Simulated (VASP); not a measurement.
Input of a VASP 6.6.1 run:

The input INCAR:

```
PREC     = Accurate       # precision mode
ENCUT    = 600            # plane-wave cutoff, eV
EDIFF    = 1E-6           # SCF threshold, eV
ISMEAR   = 0              # smearing method
SIGMA    = 0.1            # smearing width, eV
LREAL    = F              # projectors in reciprocal space
LASPH    = T              # aspherical terms in the spheres
NELM     = 150            # most SCF steps
ALGO     = Normal         # electronic algorithm
ISIF     = 3              # what is computed and relaxed
LWAVE    = F              # write WAVECAR
LCHARG   = F              # write CHGCAR
ISPIN    = 2              # spin polarisation
MAGMOM   = 0 0 0 0 0 3 3 3 # initial moments
LORBIT   = 11             # projections on sites
LMAXMIX  = 4              # l up to which the mixer works
GGA      = PE             # functional
IBRION   = 2              # ionic algorithm
NSW      = 90             # ionic steps
EDIFFG   = -0.04          # ionic threshold
```

File KPOINTS:

```
regular mesh
0
Gamma
  4 4 4
```

POSCAR

```
Mg5Co3
1.0
    5.1934299100      0.0000000000      0.0000000000
    0.0000000000      5.1934299100      0.0000000000
    0.0000000000      0.0000000000      5.1934299100
Mg Co
5 3
Direct
    0.0000000000      0.0000000000      0.0000000000
    0.0000000000      0.5000000000      0.5000000000
    0.5000000000      0.0000000000      0.5000000000
    0.5000000000      0.5000000000      0.0000000000
    0.5000000000      0.5000000000      0.5000000000
    0.5000000000      0.0000000000      0.0000000000
    0.0000000000      0.5000000000      0.0000000000
    0.0000000000      0.0000000000      0.5000000000
```

Potentials or basis: VASP PAW PBE potentials, release 64 (Mg, Co).

Launch:

```console
$ cat potpaw_PBE.64/Mg/POTCAR potpaw_PBE.64/Co/POTCAR > POTCAR
$ mpirun -np 1 vasp_std > vasp.out
```

Q: What does it give for the space group after relaxing (to 0.1 Å)?

A: Pm-3m (No. 221).

Q: Estimate the relaxed volume.

A: 18.68 Å³/atom.

Q: Estimate the relaxed cell.

A: a = 5.307 Å, b = 5.307 Å, c = 5.307 Å, α = 90.00°, β = 90.00°, γ = 90.00°.

Final structure:
```
Mg Co
1.0
     5.30693    0.00000    0.00000
     0.00000    5.30693    0.00000
     0.00000    0.00000    5.30693
Mg Co
5 3
Direct
  0.00000 0.00000 0.00000
  0.00000 0.50000 0.50000
  0.50000 0.00000 0.50000
  0.50000 0.50000 0.00000
  0.50000 0.50000 0.50000
  0.50000 0.00000 0.00000
  0.00000 0.50000 0.00000
  0.00000 0.00000 0.50000
```
